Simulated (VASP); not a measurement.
# GaSb2 (R-3m) in VASP: single point with PBE

Aim: the single point of GaSb2 with PBE.

All numbers are computed with VASP 6.6.1; they aren't measurements. Logs are shortened: lines on timing, memory, paths and dates and some standing lists are left out, and cuts for length are marked.

### Step 1. The cell of the first run

The structure is trigonal, space group R-3m (No. 166). Conventional cell: a = 3.628 Å, b = 3.628 Å, c = 39.048 Å, α = 90.00°, β = 90.00°, γ = 120.00°. Within 3.8 Å of Sb (site symmetry 3m) lie 3 Ga at 2.62 Å and 9 Sb at 3.63 to 3.75 Å. Sb (site symmetry 3m) has 3 Ga at 2.60 Å within 3.4 Å. Within 3.4 Å of Ga (site symmetry 3m) lie 6 Sb at 2.60 to 2.62 Å.

### Step 2. Single point, PBE

Contents of INCAR:

```
SYSTEM = GaSb2
ALGO     = Normal         ! electronic algorithm
EDIFF    = 1E-7           ! SCF threshold, eV
ENCUT    = 520            ! plane-wave cutoff, eV
GGA      = PE             ! functional
ISIF     = 2              ! what is computed and relaxed
ISMEAR   = -1             ! smearing method
LASPH    = .TRUE.         ! aspherical terms in the spheres
LCHARG   = .FALSE.        ! write CHGCAR
LREAL    = .FALSE.        ! projectors in reciprocal space
LWAVE    = .FALSE.        ! write WAVECAR
NBANDS   = 32             ! bands
NELM     = 80             ! most SCF steps
PREC     = Accurate       ! precision mode
SIGMA    = 0.1            ! smearing width, eV
```

Contents of KPOINTS:

```
k-points
0
G
  6 6 6
  0 0 0
```

Contents of POSCAR:

```
GaSb2
1.0
    1.8141220000      3.1421450000      0.0000000000
   -1.8141220000      3.1421450000      0.0000000000
    0.0000000000     -2.0947640000     13.0159920000
Sb Ga
4 2
Direct
    0.2900000000      0.2900000000      0.8700000000
    0.7100000000      0.7100000000      0.1300000000
    0.1230000000      0.1230000000      0.3690000000
    0.8770000000      0.8770000000      0.6310000000
    0.4170000000      0.4170000000      0.2510000000
    0.5830000000      0.5830000000      0.7490000000
```

Potentials or basis: VASP PAW PBE potentials, release 64 (Sb, Ga_d).

Command:

```
> cat potpaw_PBE.64/Sb/POTCAR potpaw_PBE.64/Ga_d/POTCAR > POTCAR
> mpirun -np 1 vasp_std > vasp.out
```

OUTCAR:

```text
SYSTEM = GaSb2
   EDIFF = 1E-7
   ENCUT = 520
   GGA = PE
   ISIF = 2
   ISMEAR = -1
   LASPH = .TRUE.
   LREAL = .FALSE.
   NELM = 80
   PREC = Accurate

 ion  position               nearest neighbor table
   1  0.290  0.290  0.870-   6 2.62   6 2.62   6 2.62   4 3.75   4 3.75   4 3.75
   2  0.710  0.710  0.130-   5 2.62   5 2.62   5 2.62   3 3.75   3 3.75   3 3.75
   3  0.123  0.123  0.369-   5 2.60   5 2.60   5 2.60   2 3.75   2 3.75   2 3.75
   4  0.877  0.877  0.631-   6 2.60   6 2.60   6 2.60   1 3.75   1 3.75   1 3.75
   5  0.417  0.417  0.251-   3 2.60   3 2.60   3 2.60   2 2.62   2 2.62   2 2.62
   6  0.583  0.583  0.749-   4 2.60   4 2.60   4 2.60   1 2.62   1 2.62   1 2.62

  LATTYP: Found a trigonal (rhomboedric) cell.
 ALAT       =    13.1834780439
 COS(alpha) =     0.9621293312

  Lattice vectors:

 A1 = (   1.8141220000,   1.0473810000,  13.0159920000)
 A2 = (  -1.8141220000,   1.0473810000,  13.0159920000)
 A3 = (   0.0000000000,  -2.0947640000,  13.0159920000)

Analysis of symmetry for initial positions (statically):
=====================================================================
 Subroutine PRICEL returns:
 Original cell was already a primitive cell.

 Routine SETGRP: Setting up the symmetry group for a
 trigonal (rhombohedral) supercell.

 Subroutine GETGRP returns: Found 12 space group operations
 (whereof 12 operations were pure point group operations)
 out of a pool of 12 trial point group operations.

The static configuration has the point symmetry D_3d.

Analysis of symmetry for dynamics (positions and initial velocities):
=====================================================================
 Subroutine PRICEL returns:
 Original cell was already a primitive cell.

 Routine SETGRP: Setting up the symmetry group for a
 trigonal (rhombohedral) supercell.

 Subroutine GETGRP returns: Found 12 space group operations
 (whereof 12 operations were pure point group operations)
 out of a pool of 12 trial point group operations.

The dynamic configuration has the point symmetry D_3d.

 Subroutine INISYM returns: Found 12 space group operations
 (whereof 12 operations are pure point group operations),
 and found     1 'primitive' translations

----------------------------------------------------------------------------------------

                                     Primitive cell

  volume of cell :     148.3884

[... 92 lines left out ...]
   LSORBIT =      F    spin-orbit coupling
   LASPH  =      T    aspherical Exc in radial PAW
   ENCUT  =  520.0 eV  38.22 Ry    6.18 a.u.   6.75  6.75 24.51*2*pi/ulx,y,z
   NELM   =     80;   NELMIN=  2; NELMDL= -5     # of ELM steps
   EDIFF  = 0.1E-06   stopping-criterion for ELM
   LREAL  =      F    real-space projection
   EDIFFG = 0.1E-05   stopping-criterion for IOM
   NSW    =      0    number of steps for IOM
   IBRION =     -1    ionic relax: 0-MD 1-quasi-New 2-CG
   NFREE  =      0    steps in history (QN), initial steepest desc. (CG)
   ISIF   =      2    stress and relaxation
   ISYM   =      2    0-nonsym 1-usesym 2-fastsym
   POTIM  = 0.5000    time-step for ionic-motion
   TEBEG  =    0.0;   TEEND  =   0.0 temperature during run
   PSTRESS=    0.0 pullay stress
   NELECT =      46.0000    total number of electrons
   NUPDOWN=      -1.0000    fix difference up-down
   EMIN   =  10.00;   EMAX   =-10.00  energy-range for DOS
   EFERMI =   0.00;   METHOD = LEGACY
   ISMEAR =    -1;   SIGMA  =   0.10  broadening in eV -4-tet -1-fermi 0-gaus
   EFERMI_NEDOS =   21; number of points for ismear=-14 and -15
   IALGO  =     38    algorithm
   IMIX   =      4    mixing-type and parameters
     AMIX     =   0.40;   BMIX     =  1.00
     AMIX_MAG =   1.60;   BMIX_MAG =  1.00
  volume/ion in A,a.u.               =      24.73       166.90
  Fermi-wavevector in a.u.,A,eV,Ry     =   1.107969  2.093757 16.702436  1.227594
  Thomas-Fermi vector in A             =   2.244490
   LORBIT       =      0    0 simple, 1 ext, 2 COOP (PROOUT), +10 PAW based schemes
   GGA     = PE    functional components
   LHFCALC =     F    Hartree Fock is set to
   AEXX    =    0.0000 exact exchange contribution
   IVDW    =     0    specifies the selected vdW correction
   LEPSILON=     F    determine dielectric tensor
   LRPA    =     F    only Hartree local field effects (RPA)
 non-spin polarized calculation
  energy-cutoff  :      520.00
  volume of cell :      148.39
 maximum number of plane-waves:      4009
   NGX = 13   NGY = 13   NGZ = 49

 number of electron      45.9999997 magnetization

 Free energy of the ion-electron system (eV)
  ---------------------------------------------------
  ext. energy  EPLUGINS =         0.00000000
  ---------------------------------------------------
  free energy    TOTEN  =       -19.26835430 eV

  energy without entropy =      -19.08752420  energy(sigma->0) =      -19.17793925

 E-fermi :   7.1979     XC(G=0): -10.0912

 val. band max:        7.1955700666   @ k =   0.1667   0.1667   0.3333
 cond. band min:       7.2025523037   @ k =   0.1667   0.1667   0.1667
 fundamental gap:      0.0069822371
 Fermi energy:         7.1979295031

 k-point     1 :       0.0000    0.0000    0.0000
  band No.  band energies     occupation
      1      -8.0952      2.00000
      2      -8.0951      2.00000
      3      -8.0951      2.00000
      4      -8.0951      2.00000
      5      -8.0339      2.00000
      6      -8.0336      2.00000
[... 829 lines left out ...]
     31      12.4947      0.00000
     32      12.8653      0.00000

 [... further k-points ...]
[... 5 lines left out ...]
  --------------------------------------------------------------------------------------
  -------------------------------------------------------------------------------------
  Total       12.2754272     12.2753766     11.7803626      0.0000000     -0.0000006      0.0000000
  in kB      132.5400760    132.5395298    127.1947712      0.0000000     -0.0000065      0.0000000
  external PRESSURE =     130.7581257 kB  Pullay stress =       0.0000000 kB

 VOLUME and BASIS-vectors are now :
 -----------------------------------------------------------------------------
  energy-cutoff  :      520.00
  volume of cell :      148.39
      direct lattice vectors                 reciprocal lattice vectors
     1.814122000  3.142145000  0.000000000     0.275615422  0.159126966  0.025609530
    -1.814122000  3.142145000  0.000000000    -0.275615422  0.159126966  0.025609530
     0.000000000 -2.094764000 13.015992000     0.000000000  0.000000000  0.076828566

 POSITION                                       TOTAL-FORCE (eV/Angst)
 -----------------------------------------------------------------------------------
      0.00000     -0.00000     11.32391         0.000000     -0.000000      2.489261
      0.00000      4.18953      1.69208         0.000000      0.000000     -2.489261
      0.00000     -0.00000      4.80290         0.000000     -0.000000      2.523646
      0.00000      4.18953      8.21309         0.000000      0.000000     -2.523646
      0.00000      2.09476      3.26701         0.000000      0.000000     -0.167802
      0.00000      2.09476      9.74898         0.000000     -0.000000      0.167802
 -----------------------------------------------------------------------------------
    total drift:                               -0.000000      0.000000      0.000000

  FREE ENERGIE OF THE ION-ELECTRON SYSTEM (eV)
  ---------------------------------------------------
  free  energy   TOTEN  =       -19.2683543045 eV

  energy  without entropy=      -19.0875241979  energy(sigma->0) =      -19.17793925
```

OSZICAR:

```text
N       E                     dE             d eps       ncg     rms          rms(c)
DAV:   1     0.348320442499E+03    0.34832E+03   -0.19302E+04  2144   0.167E+03
DAV:   2     0.206897044372E+02   -0.32763E+03   -0.31459E+03  2288   0.451E+02
DAV:   3    -0.180172104489E+02   -0.38707E+02   -0.37462E+02  2456   0.120E+02
DAV:   4    -0.194656833000E+02   -0.14485E+01   -0.14370E+01  2416   0.257E+01
DAV:   5    -0.195066949119E+02   -0.41012E-01   -0.40983E-01  2712   0.416E+00    0.550E+00
DAV:   6    -0.192959598668E+02    0.21074E+00   -0.36035E-01  2336   0.371E+00    0.304E+00
DAV:   7    -0.192706552163E+02    0.25305E-01   -0.16009E-01  2696   0.298E+00    0.592E-01
DAV:   8    -0.192690613189E+02    0.15939E-02   -0.32477E-02  2424   0.103E+00    0.195E-01
DAV:   9    -0.192682806575E+02    0.78066E-03   -0.59834E-03  2328   0.418E-01    0.723E-02
DAV:  10    -0.192683449522E+02   -0.64295E-04   -0.87895E-04  2568   0.157E-01    0.299E-02
DAV:  11    -0.192683519894E+02   -0.70372E-05   -0.58096E-05  2776   0.405E-02    0.211E-02
DAV:  12    -0.192683549332E+02   -0.29439E-05   -0.20776E-05  2304   0.220E-02    0.302E-03
DAV:  13    -0.192683546400E+02    0.29325E-06   -0.10583E-06  2288   0.637E-03    0.146E-03
DAV:  14    -0.192683542139E+02    0.42604E-06   -0.35617E-07  2064   0.256E-03    0.919E-04
DAV:  15    -0.192683543045E+02   -0.90578E-07   -0.24107E-08  1536   0.125E-03
   1 F= -.19268354E+02 E0= -.19177939E+02  d E =-.180830E+00
```

It took 4.5 min on 1 thread of Intel Xeon 8259CL, shared host; peak memory 0.34 GiB.

Results:

```yaml
Free_energy: -19.2684 eV
Pressure: 13.1 GPa
Largest_force: 2.524 eV/Å
Band_gap_on_the_k_mesh: zero (bands 23 and 24 overlap by 2.88 eV)
```

Forces on the atoms (eV/Å):
```
Sb   0.000  0.000  2.489
Sb   0.000  0.000 -2.489
Sb   0.000  0.000  2.524
Sb   0.000  0.000 -2.524
Ga   0.000  0.000 -0.168
Ga   0.000  0.000  0.168
```

Caveat: the cell stands under pressure; spin-orbit coupling is left out, which moves the levels of the heavy elements; forces of over 1 eV/Å act on the atoms, so gaps and moduli don't describe the material at rest.
